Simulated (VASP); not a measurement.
# PbF2 (Fluorocronite) (Fm-3m) in VASP: a series of runs, part 3 of 3

VASP 6.6.1. Earlier steps stand in the parts before.

## 5. Single point, PBE

File INCAR:

```
PREC = Accurate ; ENCUT = 520
EDIFF = 1E-7 ; ISMEAR = 0
SIGMA = 0.01 ; LREAL = F
LASPH = T ; NELM = 100
ALGO = Normal ; ISIF = 2
LWAVE = F ; LCHARG = F
GGA = PE ; NBANDS = 21
```

File KPOINTS:

```
Automatic mesh
0
Gamma
  5 5 5
```

File POSCAR:

```
PbF2
1.0
    0.0000000000      2.9636600000      2.9636600000
    2.9636600000      0.0000000000      2.9636600000
    2.9636600000      2.9636600000      0.0000000000
Pb F
1 2
Direct
    0.0000000000      0.0000000000      0.0000000000
    0.2500000000      0.2500000000      0.2500000000
    0.7500000000      0.7500000000      0.7500000000
```

Potentials or basis: VASP PAW PBE potentials, release 64 (Pb_d, F).

Started as:

```bash
$ cat potpaw_PBE.64/Pb_d/POTCAR potpaw_PBE.64/F/POTCAR > POTCAR
$ mpirun -np 1 vasp_std > vasp.out
```

OUTCAR:

```text
PREC = Accurate
   ENCUT = 520
   EDIFF = 1E-7
   ISMEAR = 0
   LREAL = F
   LASPH = T
   NELM = 100
   ISIF = 2
   GGA = PE

 ion  position               nearest neighbor table
   1  0.000  0.000  0.000-   3 2.57   3 2.57   3 2.57   2 2.57   2 2.57   2 2.57   3 2.57   2 2.57

   2  0.250  0.250  0.250-   1 2.57   1 2.57   1 2.57   1 2.57
   3  0.750  0.750  0.750-   1 2.57   1 2.57   1 2.57   1 2.57

  LATTYP: Found a face centered cubic cell.
 ALAT       =     5.9273200000

  Lattice vectors:

 A1 = (   0.0000000000,   2.9636600000,   2.9636600000)
 A2 = (   2.9636600000,   0.0000000000,   2.9636600000)
 A3 = (   2.9636600000,   2.9636600000,   0.0000000000)

Analysis of symmetry for initial positions (statically):
=====================================================================
 Subroutine PRICEL returns:
 Original cell was already a primitive cell.

 Routine SETGRP: Setting up the symmetry group for a
 face centered cubic supercell.

 Subroutine GETGRP returns: Found 48 space group operations
 (whereof 48 operations were pure point group operations)
 out of a pool of 48 trial point group operations.

The static configuration has the point symmetry O_h .

Analysis of symmetry for dynamics (positions and initial velocities):
=====================================================================
 Subroutine PRICEL returns:
 Original cell was already a primitive cell.

 Routine SETGRP: Setting up the symmetry group for a
 face centered cubic supercell.

 Subroutine GETGRP returns: Found 48 space group operations
 (whereof 48 operations were pure point group operations)
 out of a pool of 48 trial point group operations.

The dynamic configuration has the point symmetry O_h .

 Subroutine INISYM returns: Found 48 space group operations
 (whereof 48 operations are pure point group operations),
 and found     1 'primitive' translations

----------------------------------------------------------------------------------------

                                     Primitive cell

  volume of cell :      52.0613

  direct lattice vectors                    reciprocal lattice vectors
     0.000000000  2.963660000  2.963660000    -0.168710311  0.168710311  0.168710311
     2.963660000  0.000000000  2.963660000     0.168710311 -0.168710311  0.168710311
     2.963660000  2.963660000  0.000000000     0.168710311  0.168710311 -0.168710311

  length of vectors
     4.191248166  4.191248166  4.191248166     0.292214830  0.292214830  0.292214830

  position of ions in fractional coordinates (direct lattice)
     0.000000000  0.000000000  0.000000000
     0.250000000  0.250000000  0.250000000
     0.750000000  0.750000000  0.750000000

  ion indices of the primitive-cell ions
   primitive index   ion index
                 1           1
                 2           2
                 3           3

----------------------------------------------------------------------------------------

 KPOINTS: Automatic mesh

Automatic generation of k-mesh.
 Grid dimensions read from file:
 generate k-points for:    5    5    5

 Generating k-lattice:

  Cartesian coordinates                     Fractional coordinates (reciprocal lattice)
    -0.033742062  0.033742062  0.033742062     0.200000000  0.000000000  0.000000000
     0.033742062 -0.033742062  0.033742062     0.000000000  0.200000000  0.000000000
     0.033742062  0.033742062 -0.033742062     0.000000000  0.000000000  0.200000000

  Length of vectors
     0.058442966  0.058442966  0.058442966

  Shift w.r.t. Gamma in fractional coordinates (k-lattice)
     0.000000000  0.000000000  0.000000000

 Subroutine IBZKPT returns following result:
 ===========================================

 Found     10 irreducible k-points:

 Following reciprocal coordinates:
            Coordinates               Weight
  0.000000  0.000000  0.000000      1.000000
  0.200000  0.000000  0.000000      8.000000
  0.400000  0.000000  0.000000      8.000000
  0.200000  0.200000  0.000000      6.000000
  0.400000  0.200000  0.000000     24.000000
 -0.400000  0.200000  0.000000     24.000000
 -0.200000  0.200000  0.000000     12.000000
  0.400000  0.400000  0.000000      6.000000
 -0.400000  0.400000  0.000000     12.000000
 -0.400000  0.400000  0.200000     24.000000
   k-points           NKPTS =     10   k-points in BZ     NKDIM =     10   number of bands    NBANDS=     21
   number of dos      NEDOS =    301   number of ions     NIONS =      3
   total plane-waves  NPLWV =  32768
   dimension x,y,z NGX =    32 NGY =   32 NGZ =   32
   dimension x,y,z NGXF=    64 NGYF=   64 NGZF=   64
   ions per type =               1   2
   NGX,Y,Z   is equivalent  to a cutoff of  12.69, 12.69, 12.69 a.u.
   NGXF,Y,Z  is equivalent  to a cutoff of  25.39, 25.39, 25.39 a.u.
 SYSTEM =  unknown system
   PREC   = accura    normal or accurate (medium, high low for compatibility)
   ISTART =      0    job   : 0-new  1-cont  2-samecut
   ICHARG =      2    charge: 1-file 2-atom 10-const
   ISPIN  =      1    spin polarized calculation?
   LNONCOLLINEAR =      F non collinear calculations
   LSORBIT =      F    spin-orbit coupling
   LASPH  =      T    aspherical Exc in radial PAW
   ENCUT  =  520.0 eV  38.22 Ry    6.18 a.u.   7.79  7.79  7.79*2*pi/ulx,y,z
   NELM   =    100;   NELMIN=  2; NELMDL= -5     # of ELM steps
   EDIFF  = 0.1E-06   stopping-criterion for ELM
   LREAL  =      F    real-space projection
   EDIFFG = 0.1E-05   stopping-criterion for IOM
   NSW    =      0    number of steps for IOM
   IBRION =     -1    ionic relax: 0-MD 1-quasi-New 2-CG
   NFREE  =      0    steps in history (QN), initial steepest desc. (CG)
   ISIF   =      2    stress and relaxation
   ISYM   =      2    0-nonsym 1-usesym 2-fastsym
   POTIM  = 0.5000    time-step for ionic-motion
   TEBEG  =    0.0;   TEEND  =   0.0 temperature during run
   PSTRESS=    0.0 pullay stress
   NELECT =      28.0000    total number of electrons
   NUPDOWN=      -1.0000    fix difference up-down
   EMIN   =  10.00;   EMAX   =-10.00  energy-range for DOS
   EFERMI =   0.00;   METHOD = LEGACY
   ISMEAR =     0;   SIGMA  =   0.01  broadening in eV -4-tet -1-fermi 0-gaus
   EFERMI_NEDOS =   21; number of points for ismear=-14 and -15
   IALGO  =     38    algorithm
   IMIX   =      4    mixing-type and parameters
     AMIX     =   0.40;   BMIX     =  1.00
     AMIX_MAG =   1.60;   BMIX_MAG =  1.00
  volume/ion in A,a.u.               =      17.35       117.11
  Fermi-wavevector in a.u.,A,eV,Ry     =   1.331340  2.515869 24.115883  1.772467
  Thomas-Fermi vector in A             =   2.460359
   LORBIT       =      0    0 simple, 1 ext, 2 COOP (PROOUT), +10 PAW based schemes
   GGA     = PE    functional components
   LHFCALC =     F    Hartree Fock is set to
   AEXX    =    0.0000 exact exchange contribution
   IVDW    =     0    specifies the selected vdW correction
   LEPSILON=     F    determine dielectric tensor
   LRPA    =     F    only Hartree local field effects (RPA)
 non-spin polarized calculation
 Gauss-broadening in eV      SIGMA  =   0.01
  energy-cutoff  :      520.00
  volume of cell :       52.06
 maximum number of plane-waves:      1422
   NGX = 15   NGY = 15   NGZ = 15

 number of electron      28.0000005 magnetization

 Free energy of the ion-electron system (eV)
  ---------------------------------------------------
  ext. energy  EPLUGINS =         0.00000000
  ---------------------------------------------------
  free energy    TOTEN  =       -14.33403843 eV

  energy without entropy =      -14.33403843  energy(sigma->0) =      -14.33403843

 E-fermi :   1.9701     XC(G=0):  -9.4063

 val. band max:        1.8451795363   @ k =  -0.4000   0.2000   0.0000
 cond. band min:       6.3766917291   @ k =   0.4000   0.4000   0.0000
 fundamental gap:      4.5315121927
 Fermi energy:         1.9701377209

 k-point     1 :       0.0000    0.0000    0.0000
  band No.  band energies     occupation
      1     -19.2086      2.00000
      2     -18.5876      2.00000
      3     -12.5479      2.00000
      4     -12.5479      2.00000
      5     -12.5479      2.00000
      6     -12.4913      2.00000
[... 214 lines left out ...]
      5     -12.4715      2.00000
      6     -12.4201      2.00000
[... 13 lines left out ...]
     20      17.7944      0.00000
     21      18.7452      0.00000

------------------------ aborting loop because EDIFF is reached ----------------------------------------

  FORCE on cell =-STRESS in cart. coord.  units (eV):
  Direction    XX          YY          ZZ          XY          YZ          ZX
  --------------------------------------------------------------------------------------
  -------------------------------------------------------------------------------------
  Total        0.8062611      0.8062611      0.8062611      0.0000000      0.0000000      0.0000000
  in kB       24.8125369     24.8125369     24.8125369      0.0000000      0.0000000      0.0000000
  external PRESSURE =      24.8125369 kB  Pullay stress =       0.0000000 kB

 VOLUME and BASIS-vectors are now :
 -----------------------------------------------------------------------------
  energy-cutoff  :      520.00
  volume of cell :       52.06
      direct lattice vectors                 reciprocal lattice vectors
     0.000000000  2.963660000  2.963660000    -0.168710311  0.168710311  0.168710311
     2.963660000  0.000000000  2.963660000     0.168710311 -0.168710311  0.168710311
     2.963660000  2.963660000  0.000000000     0.168710311  0.168710311 -0.168710311

 POSITION                                       TOTAL-FORCE (eV/Angst)
 -----------------------------------------------------------------------------------
      0.00000      0.00000      0.00000        -0.000000     -0.000000     -0.000000
      1.48183      1.48183      1.48183        -0.000000      0.000000      0.000000
      4.44549      4.44549      4.44549         0.000000     -0.000000     -0.000000
 -----------------------------------------------------------------------------------
    total drift:                                0.000000     -0.000000      0.000000

  FREE ENERGIE OF THE ION-ELECTRON SYSTEM (eV)
  ---------------------------------------------------
  free  energy   TOTEN  =       -14.3340384258 eV

  energy  without entropy=      -14.3340384258  energy(sigma->0) =      -14.33403843
```

Run time: 16 s. Hardware: 1 thread of AMD EPYC 7R13, shared host; peak memory 0.15 GiB.

What came out:

```
Free energy            : -14.3340 eV
Pressure               : 2.5 GPa
Band gap on the k mesh : 4.53 eV, indirect (least direct gap 4.79 eV)
```

Caveat: spin-orbit coupling is left out, which moves the levels of the heavy elements. A k mesh can miss the band edges.

## 6. The runs side by side

| k mesh | gap on the mesh (eV) | pressure (GPa) |
| --- | --- | --- |
| 2 × 2 × 2 | 4.44 | 3.0 |
| 3 × 3 × 3 | 4.68 | 2.5 |
| 4 × 4 × 4 | 4.42 | 2.5 |
| 5 × 5 × 5 | 4.53 | 2.5 |

Alike in all rows: task single point; level PBE; potentials or basis VASP PAW PBE potentials, release 64 (Pb_d, F); no spin polarisation; cell as given; cutoff (eV) 520; smearing gaussian 0.01 eV.

Caveats: some runs use coarse meshes; spin-orbit coupling is left out, which moves the levels of the heavy elements.

Total energies depend on the potentials used, so only differences within one code and one set of settings carry meaning.
